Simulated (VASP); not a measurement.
# Ag (Pm-3m) in VASP: a series of runs

The runs below take Ag through single point, with revPBE.

Program: VASP 6.6.1. These are calculated values, not measurements. Logs are shortened: lines on timing, memory, paths and dates and some standing lists are left out, and cuts for length are marked.

**1. The cell of the first run**

Symmetry: Pm-3m, No. 221, cubic system. The conventional cell has a = 2.858 Å, b = 2.858 Å, c = 2.858 Å, α = 90.00°, β = 90.00°, γ = 90.00°. Within 3.8 Å of Ag (site symmetry m-3m) lie 6 Ag at 2.86 Å.

This isn't the form of Ag at room conditions, which is fcc.

**2. Single point, revPBE (23.35 Å³/atom)**

Contents of INCAR:

```
SYSTEM = Ag
ALGO = Normal
EDIFF = 1E-6
ENCUT = 520
GGA = RE
ISIF = 2
ISMEAR = -1
LASPH = .TRUE.
LCHARG = .FALSE.
LREAL = .FALSE.
LWAVE = .FALSE.
NBANDS = 12
NELM = 80
PREC = Accurate
SIGMA = 0.1
```

Contents of KPOINTS:

```
k-points
0
G
  18 18 18
  0 0 0
```

Contents of POSCAR:

```
Ag
1.0
    2.8583561914      0.0000000000      0.0000000000
    0.0000000000      2.8583561914      0.0000000000
    0.0000000000      0.0000000000      2.8583561914
Ag
1
Direct
    0.0000000000      0.0000000000      0.0000000000
```

Potentials or basis: VASP PAW PBE potentials, release 64 (Ag).

On the command line:

```console
$ cat potpaw_PBE.64/Ag/POTCAR > POTCAR
$ mpirun -np 1 vasp_std > vasp.out
```

OUTCAR:

```text
SYSTEM = Ag
   EDIFF = 1E-6
   ENCUT = 520
   GGA = RE
   ISIF = 2
   ISMEAR = -1
   LASPH = .TRUE.
   LREAL = .FALSE.
   NELM = 80
   PREC = Accurate

 ion  position               nearest neighbor table
   1  0.000  0.000  0.000-

  LATTYP: Found a simple cubic cell.
 ALAT       =     2.8583561914

  Lattice vectors:

 A1 = (   2.8583561914,   0.0000000000,   0.0000000000)
 A2 = (   0.0000000000,   2.8583561914,   0.0000000000)
 A3 = (   0.0000000000,   0.0000000000,   2.8583561914)

Analysis of symmetry for initial positions (statically):
=====================================================================
 Subroutine PRICEL returns:
 Original cell was already a primitive cell.

 Routine SETGRP: Setting up the symmetry group for a
 simple cubic supercell.

 Subroutine GETGRP returns: Found 48 space group operations
 (whereof 48 operations were pure point group operations)
 out of a pool of 48 trial point group operations.

The static configuration has the point symmetry O_h .

Analysis of symmetry for dynamics (positions and initial velocities):
=====================================================================
 Subroutine PRICEL returns:
 Original cell was already a primitive cell.

 Routine SETGRP: Setting up the symmetry group for a
 simple cubic supercell.

 Subroutine GETGRP returns: Found 48 space group operations
 (whereof 48 operations were pure point group operations)
 out of a pool of 48 trial point group operations.

The dynamic configuration has the point symmetry O_h .

 Subroutine INISYM returns: Found 48 space group operations
 (whereof 48 operations are pure point group operations),
 and found     1 'primitive' translations

----------------------------------------------------------------------------------------

                                     Primitive cell

  volume of cell :      23.3533

  direct lattice vectors                    reciprocal lattice vectors
     2.858356191  0.000000000  0.000000000     0.349851430  0.000000000  0.000000000
     0.000000000  2.858356191  0.000000000     0.000000000  0.349851430  0.000000000
     0.000000000  0.000000000  2.858356191     0.000000000  0.000000000  0.349851430

  length of vectors
     2.858356191  2.858356191  2.858356191     0.349851430  0.349851430  0.349851430

  position of ions in fractional coordinates (direct lattice)
     0.000000000  0.000000000  0.000000000
[... 81 lines left out ...]
   NFREE  =      0    steps in history (QN), initial steepest desc. (CG)
   ISIF   =      2    stress and relaxation
   ISYM   =      2    0-nonsym 1-usesym 2-fastsym
   POTIM  = 0.5000    time-step for ionic-motion
   TEBEG  =    0.0;   TEEND  =   0.0 temperature during run
   PSTRESS=    0.0 pullay stress
   NELECT =      11.0000    total number of electrons
   NUPDOWN=      -1.0000    fix difference up-down
   EMIN   =  10.00;   EMAX   =-10.00  energy-range for DOS
   EFERMI =   0.00;   METHOD = LEGACY
   ISMEAR =    -1;   SIGMA  =   0.10  broadening in eV -4-tet -1-fermi 0-gaus
   EFERMI_NEDOS =   21; number of points for ismear=-14 and -15
   IALGO  =     38    algorithm
   IMIX   =      4    mixing-type and parameters
     AMIX     =   0.40;   BMIX     =  1.00
     AMIX_MAG =   1.60;   BMIX_MAG =  1.00
  volume/ion in A,a.u.               =      23.35       157.60
  Fermi-wavevector in a.u.,A,eV,Ry     =   1.273765  2.407067 22.075150  1.622478
  Thomas-Fermi vector in A             =   2.406570
   LORBIT       =      0    0 simple, 1 ext, 2 COOP (PROOUT), +10 PAW based schemes
   GGA     = RE    functional components
   LHFCALC =     F    Hartree Fock is set to
   AEXX    =    0.0000 exact exchange contribution
   IVDW    =     0    specifies the selected vdW correction
   LEPSILON=     F    determine dielectric tensor
   LRPA    =     F    only Hartree local field effects (RPA)
 non-spin polarized calculation
  energy-cutoff  :      520.00
  volume of cell :       23.35
 maximum number of plane-waves:       647
 NGX is ok and might be reduce to    24
   NGX = 11   NGY = 11   NGZ = 11

 number of electron      10.9999995 magnetization

 Free energy of the ion-electron system (eV)
  ---------------------------------------------------
  ext. energy  EPLUGINS =         0.00000000
  ---------------------------------------------------
  free energy    TOTEN  =        -1.97406411 eV

  energy without entropy =       -1.96502660  energy(sigma->0) =       -1.96954535

 E-fermi :   4.8817     XC(G=0): -10.2302

 val. band max:        4.7949384513   @ k =   0.3889   0.2778   0.1111
 cond. band min:       4.8986198971   @ k =   0.3333   0.3333   0.1667
 fundamental gap:      0.1036814459
 Fermi energy:         4.8817060863

 k-point     1 :       0.0000    0.0000    0.0000
  band No.  band energies     occupation
      1      -0.8463      2.00000
      2      -0.3668      2.00000
      3      -0.3668      2.00000
      4       1.9952      2.00000
      5       1.9952      2.00000
      6       1.9952      2.00000
      7      17.9340      0.00000
      8      17.9340      0.00000
      9      17.9340      0.00000
     10      22.4577      0.00000
     11      22.4577      0.00000
     12      22.7634      0.00000
[... 331 lines left out ...]
 k-point    24 :       0.3333    0.1111    0.0000
  band No.  band energies     occupation
      1      -0.1199      2.00000
      2       0.1799      2.00000
      3       1.1183      2.00000
      4       1.4330      2.00000
      5       1.9583      2.00000
      6       2.4329      2.00000
      7       9.7430      0.00000
      8      18.1168      0.00000
      9      21.1416      0.00000
     10      22.0378      0.00000
     11      23.4951      0.00000
     12      27.5271      0.00000

 [... further k-points ...]

------------------------ aborting loop because EDIFF is reached ----------------------------------------

  FORCE on cell =-STRESS in cart. coord.  units (eV):
  Direction    XX          YY          ZZ          XY          YZ          ZX
  --------------------------------------------------------------------------------------
  -------------------------------------------------------------------------------------
  Total       -0.5152717     -0.5152717     -0.5152717     -0.0000000      0.0000000     -0.0000000
  in kB      -35.3506839    -35.3506839    -35.3506839     -0.0000000      0.0000000     -0.0000000
  external PRESSURE =     -35.3506839 kB  Pullay stress =       0.0000000 kB

 VOLUME and BASIS-vectors are now :
 -----------------------------------------------------------------------------
  energy-cutoff  :      520.00
  volume of cell :       23.35
      direct lattice vectors                 reciprocal lattice vectors
     2.858356191  0.000000000  0.000000000     0.349851430  0.000000000  0.000000000
     0.000000000  2.858356191  0.000000000     0.000000000  0.349851430  0.000000000
     0.000000000  0.000000000  2.858356191     0.000000000  0.000000000  0.349851430

 POSITION                                       TOTAL-FORCE (eV/Angst)
 -----------------------------------------------------------------------------------
      0.00000      0.00000      0.00000         0.000000      0.000000      0.000000
 -----------------------------------------------------------------------------------
    total drift:                               -0.000000      0.000000      0.000000

  FREE ENERGIE OF THE ION-ELECTRON SYSTEM (eV)
  ---------------------------------------------------
  free  energy   TOTEN  =        -1.9740641056 eV

  energy  without entropy=       -1.9650266025  energy(sigma->0) =       -1.96954535
```

stdout:

```text
POSCAR found type information on POSCAR Ag
 POSCAR found :  1 types and       1 ions
 scaLAPACK will be used
 -----------------------------------------------------------------------------
|                                                                             |
|                                                                             |
|     You enforced a specific xc type in the INCAR file but a different       |
|     I HOPE YOU KNOW WHAT YOU ARE DOING!                                     |
|                                                                             |
 -----------------------------------------------------------------------------

 LDA part: xc-table for (Slater+PW92), standard interpolation
 POSCAR, INCAR and KPOINTS ok, starting setup
 FFT: planning ... GRIDC
 FFT: planning ... GRID_SOFT
 FFT: planning ... GRID
 WAVECAR not read
 entering main loop
```

It took 47 s on 1 thread of Intel Xeon 8259CL, shared host; peak memory 0.19 GiB.

What came out:

```
Free energy            : -1.9741 eV
Pressure               : -3.5 GPa
Band gap on the k mesh : zero (an odd number of electrons rules out a gap without spin polarisation)
```

Caveat: the cell stands under tension; the PAW data sets were made with another functional, which shifts forces and pressure a little.

**3. Single point, revPBE (24.22 Å³/atom)**

This run uses another cell than the first one, of 24.22 Å³/atom.

Contents of INCAR:

```
SYSTEM = Ag
  PREC = Accurate
  ENCUT = 520
  EDIFF = 1E-7
  ISMEAR = -1
  SIGMA = 0.1
  LREAL = .False.
  LASPH = .True.
  NELM = 100
  ALGO = Normal
  ISIF = 2
  LWAVE = .False.
  LCHARG = .False.
  GGA = RE
  NBANDS = 12
```

Contents of KPOINTS:

```
Automatic mesh
0
Gamma
  18 18 18
  0 0 0
```

Contents of POSCAR:

```
Ag
1.0
    2.8932176295      0.0000000000      0.0000000000
    0.0000000000      2.8932176295      0.0000000000
    0.0000000000      0.0000000000      2.8932176295
Ag
1
Direct
    0.0000000000      0.0000000000      0.0000000000
```

Potentials or basis: VASP PAW PBE potentials, release 64 (Ag).

On the command line:

```console
$ cat potpaw_PBE.64/Ag/POTCAR > POTCAR
$ mpirun -np 1 vasp_std > vasp.out
```

Run time: 46 s. Hardware: 1 thread of Intel Xeon 8259CL, shared host; peak memory 0.18 GiB.

Results (log left out):

- Free energy: -1.9523 eV
- Pressure: -4.6 GPa
- Band gap on the k mesh: zero (an odd number of electrons rules out a gap without spin polarisation)

Levels at points of the mesh, in eV from the Fermi level:
| k point | band 3 | band 4 | band 5 | band 6 | band 7 | band 8 |
| --- | --- | --- | --- | --- | --- | --- |
| (0.00, 0.00, 0.00) | -5.12 | -2.90 | -2.90 | -2.90 | 12.79 | 12.79 |
| (0.50, 0.00, 0.00) | -3.60 | -3.60 | -2.84 | -0.12 | 1.05 | 16.24 |
| (0.50, 0.50, 0.00) | -3.48 | -3.48 | -2.32 | 3.67 | 3.67 | 5.96 |
| (0.50, 0.50, 0.50) | -4.67 | -2.28 | -2.28 | 7.59 | 7.59 | 7.59 |

Caveat: the cell stands under tension; the PAW data sets were made with another functional, which shifts forces and pressure a little.
